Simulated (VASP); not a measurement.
Input of a VASP 6.6.1 run:

INCAR

```
SYSTEM = InWSe3
PREC = Accurate
ENCUT = 520
EDIFF = 1E-6
ISMEAR = 0
SIGMA = 0.1
LREAL = .False.
LASPH = .True.
NELM = 60
ALGO = Normal
ISIF = 2
LWAVE = .False.
LCHARG = .True.
GGA = PE
LELF = .True.
LVHAR = .True.
NBANDS = 30
```

File KPOINTS:

```
Automatic mesh
0
Gamma
  4 4 4
  0 0 0
```

File POSCAR:

```
InWSe3
1.0
    4.7891224200      0.0000000000      0.0000000000
    0.0000000000      4.7891224200      0.0000000000
    0.0000000000      0.0000000000      4.7891224200
In W Se
1 1 3
Direct
    0.5000000000      0.5000000000      0.5000000000
    0.0000000000      0.0000000000      0.0000000000
    0.5000000000      0.0000000000      0.0000000000
    0.0000000000      0.5000000000      0.0000000000
    0.0000000000      0.0000000000      0.5000000000
```

Potentials or basis: VASP PAW PBE potentials, release 64 (In_d, W_sv, Se).

Command:

```console
$ cat potpaw_PBE.64/In_d/POTCAR potpaw_PBE.64/W_sv/POTCAR potpaw_PBE.64/Se/POTCAR > POTCAR
$ mpirun -np 1 vasp_std > vasp.out
```

Q: Estimate the pressure.

A: 14.1 GPa.

Q: What does it give for the band gap on the k mesh?

A: Zero (an odd number of electrons rules out a gap without spin polarisation).

Caveat: the cell stands under pressure; spin-orbit coupling is left out, which moves the levels of the heavy elements.
